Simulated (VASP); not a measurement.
Input of a VASP 6.6.1 run:

The input POSCAR:

```
Ba2Tl5V3O12
1.0
    8.0421132380      0.0000028471      0.0000000000
   -4.0210590846      6.9646729407      0.0000000000
    0.0000000000      0.0000000000      6.7859393445
Ba V Tl O
2 3 5 12
Direct
    0.0000000000      0.0000000000      0.2380976870
    0.0000000000      0.0000000000      0.7619023130
    0.5000000000      0.0000000000      0.0000000000
    0.0000000000      0.5000000000      0.0000000000
    0.5000000000      0.5000000000      0.0000000000
    0.5000000000      0.0000000000      0.5000000000
    0.0000000000      0.5000000000      0.5000000000
    0.5000000000      0.5000000000      0.5000000000
    0.3333333333      0.6666666667      0.2280537781
    0.6666666667      0.3333333333      0.7719462219
    0.3384282898      0.3432400448      0.8115615166
    0.6567599552      0.9951882450      0.8115615166
    0.0048117550      0.6615717102      0.8115615166
    0.3432400448      0.3384282898      0.1884384834
    0.9951882450      0.6567599552      0.1884384834
    0.6615717102      0.0048117550      0.1884384834
    0.6615717102      0.6567599552      0.1884384834
    0.3432400448      0.0048117550      0.1884384834
    0.9951882450      0.3384282898      0.1884384834
    0.6567599552      0.6615717102      0.8115615166
    0.0048117550      0.3432400448      0.8115615166
    0.3384282898      0.9951882450      0.8115615166
```

INCAR.step1

```
SYSTEM = Ba2Tl5V3O12
ALGO     = Normal         ! electronic algorithm
EDIFF    = 1E-4           ! SCF threshold, eV
ENCUT    = 520            ! plane-wave cutoff, eV
GGA      = PE             ! functional
ISMEAR   = -1             ! smearing method
ISPIN    = 2              ! spin polarisation
KPAR     = 8            
LASPH    = .TRUE.         ! aspherical terms in the spheres
LCHARG   = .FALSE.        ! write CHGCAR
LMAXMIX  = 4              ! l up to which the mixer works
LREAL    = Auto         
LWAVE    = .TRUE.         ! write WAVECAR
MAGMOM   = 0 0 2 2 2 0 0 0 0 0 0 0 0 0 0 0 0 0 0 0 0 0 ! initial moments
NBANDS   = 119            ! bands
NELM     = 150            ! most SCF steps
PREC     = Accurate       ! precision mode
SIGMA    = 0.05           ! smearing width, eV
```

Contents of INCAR.step2:

```
SYSTEM = Ba2Tl5V3O12
ALGO     = Normal         ! electronic algorithm
EDIFF    = 1E-6           ! SCF threshold, eV
ENCUT    = 520            ! plane-wave cutoff, eV
ISIF     = 2              ! what is computed and relaxed
ISMEAR   = -1             ! smearing method
ISPIN    = 2              ! spin polarisation
ISTART   = 1            
IVDW     = 13             ! dispersion correction
KPAR     = 8            
LASPH    = .TRUE.         ! aspherical terms in the spheres
LCHARG   = .TRUE.         ! write CHGCAR
LMAXMIX  = 4              ! l up to which the mixer works
LMIXTAU  = .TRUE.       
LORBIT   = 11             ! projections on sites
LREAL    = Auto         
LVHAR    = .TRUE.       
LWAVE    = .FALSE.        ! write WAVECAR
MAGMOM   = 0 0 2 2 2 0 0 0 0 0 0 0 0 0 0 0 0 0 0 0 0 0 ! initial moments
METAGGA  = R2SCAN         ! meta-GGA
NBANDS   = 119            ! bands
NELM     = 150            ! most SCF steps
PREC     = Accurate       ! precision mode
SIGMA    = 0.05           ! smearing width, eV
VDW_A1   = 0.51559235   
VDW_A2   = 5.77342911   
VDW_S6   = 1.0          
VDW_S8   = 0.6018749
```

KPOINTS

```
k-points
0
G
  3 3 3
  0 0 0
```

Potentials or basis: VASP PAW PBE potentials, release 64 (Ba_sv, V_sv, Tl_d, O).

Run with:

```bash
$ cat potpaw_PBE.64/Ba_sv/POTCAR potpaw_PBE.64/V_sv/POTCAR potpaw_PBE.64/Tl_d/POTCAR potpaw_PBE.64/O/POTCAR > POTCAR
$ cp INCAR.step1 INCAR
$ mpirun -np 8 vasp_std > vasp.out
$ cp INCAR.step2 INCAR
$ mpirun -np 8 vasp_std > vasp.out
```

Task: Estimate the pressure.

Result: 0.8 GPa.

Task: Estimate the band gap on the k mesh.

Result: Zero (filled and empty bands overlap).

Forces on the atoms (eV/Å):
```
Ba   0.000  0.000  0.115
Ba   0.000  0.000 -0.115
V    0.000  0.000  0.000
V    0.000  0.000  0.000
V    0.000  0.000  0.000
Tl   0.000  0.000  0.000
Tl   0.000  0.000  0.000
Tl   0.000  0.000  0.000
Tl   0.000  0.000 -0.001
Tl   0.000  0.000  0.001
O   -0.028 -0.027 -0.064
O    0.037 -0.011 -0.064
O   -0.009  0.038 -0.064
O   -0.009 -0.038  0.064
O   -0.028  0.027  0.064
O    0.037  0.011  0.064
O    0.028  0.027  0.064
O   -0.037  0.011  0.064
O    0.009 -0.038  0.064
O    0.009  0.038 -0.064
O    0.028 -0.027 -0.064
O   -0.037 -0.011 -0.064
```

Caveat: the moments typed at the start vanished in this run; the PAW data sets were made with another functional, which shifts forces and pressure a little; spin-orbit coupling is left out, which moves the levels of the heavy elements; semilocal functionals often make such compounds metallic where correlation or magnetic order opens a gap, which also shifts bond lengths. With open d or f shells a metallic result of r2SCAN can be an artefact of self-interaction; +U or a hybrid may open a gap.
